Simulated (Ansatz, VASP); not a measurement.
**GaGe3 in VASP and in Ansatz**

```
Ge Ga
1.0
     4.19113    0.00000    0.00000
     0.00000    4.19113    0.00000
     0.00000    0.00000    4.19113
Ge Ga
3 1
Direct
  0.50000 0.50000 0.00000
  0.50000 0.00000 0.50000
  0.00000 0.50000 0.50000
  0.00000 0.00000 0.00000
```

Alike in both runs: task single point; functional LDA; k mesh 6 × 6 × 6; occupations fermi-dirac, width 0.05 eV; no spin polarisation.

|  | VASP | Ansatz |
| --- | --- | --- |
| version | VASP 6.6.1 | Ansatz 0.2.0 |
| potentials or method | VASP PAW LDA potentials, release 64 (Ge_d, Ga_d) | Ansatz PAW |
| plane-wave cutoff (eV) | 520 | 420 |
| valence electrons in the cell | 55 | 55 |

|  | VASP | Ansatz | Ansatz less VASP |
| --- | --- | --- | --- |
| gap on the k mesh at the Fermi level (eV) | none | none | - |
| pressure (GPa) | -1.4 | -1.4 | -0.06 |

LDA's correlation is that of Perdew and Zunger in VASP and of Perdew and Wang (1992) in Ansatz. A gap of «none» marks a metal or a gap that the smearing closes.
